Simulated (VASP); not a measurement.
Ca2PtS3:

```xyz
6
Lattice="2.8972 -6.1296 0.0000 2.8972 6.1296 0.0000 0.0000 0.0000 4.5626" Properties=species:S:1:pos:R:3 pbc="T T T"
Ca    2.8972   -1.8998    2.2813
Ca    2.8972    1.8998    2.2813
Pt    0.0000    0.0000    0.0000
S     2.8972    4.3472    2.2813
S     2.8972   -4.3472    2.2813
S     2.8972    0.0000    0.0000
```

* Program: VASP 6.6.1
* Task: relaxation of cell and atoms
* Functional: PBEsol
* Potentials or basis: VASP PAW PBE potentials, release 64 (Ca_sv, Pt, S)
* Cutoff: 600 eV
* k mesh: 4 × 4 × 6
* Occupations: fermi-dirac, width 0.03 eV
* Spin: no spin polarisation

At the start: pressure -6.8 GPa; volume 27.01 Å³/atom.

Question: Where does the relaxation end?

Answer: Over 14 steps the energy falls by 416.0 meV/atom and the volume is 21.85 Å³/atom (-19.1 %); space group Cmmm (No. 65, to 0.1 Å) before and after.

The path:
```tsv
step	energy change (eV)	largest force (eV/Å)	pressure (GPa)	volume (Å³)
1	0.0000	2.7598	-6.76	162.05
2	-2.0881	0.8504	-2.18	136.27
3	-2.1720	0.4960	0.59	131.13
4	-2.3917	0.3121	0.14	130.85
5	-2.4605	0.5699	0.95	130.35
6	-2.4619	0.5017	0.75	130.44
7	-2.4621	0.5230	0.81	130.41
8	-2.4844	0.1765	-0.88	132.95
9	-2.4844	0.1829	-0.86	132.90
10	-2.4958	0.0371	-0.06	131.39
11	-2.4958	0.0282	-0.01	131.30
12	-2.4961	0.0075	-0.03	131.21
13	-2.4961	0.0045	-0.04	131.22
14	-2.4961	0.0057	0.03	131.11
```

Final structure:
```
Ca Pt S
1.0
     2.80521   -6.15324    0.00000
     2.80521    6.15324    0.00000
     0.00000    0.00000    3.79770
Ca Pt S
2 1 3
Direct
  0.64761 0.35239 0.50000
  0.35239 0.64761 0.50000
  0.00000 0.00000 0.00000
  0.12612 0.87388 0.50000
  0.87388 0.12612 0.50000
  0.50000 0.50000 0.00000
```

Caveat: the volume moved by over 15 % at a fixed basis, so the end points are rough; the PAW data sets were made with another functional, which shifts forces and pressure a little.
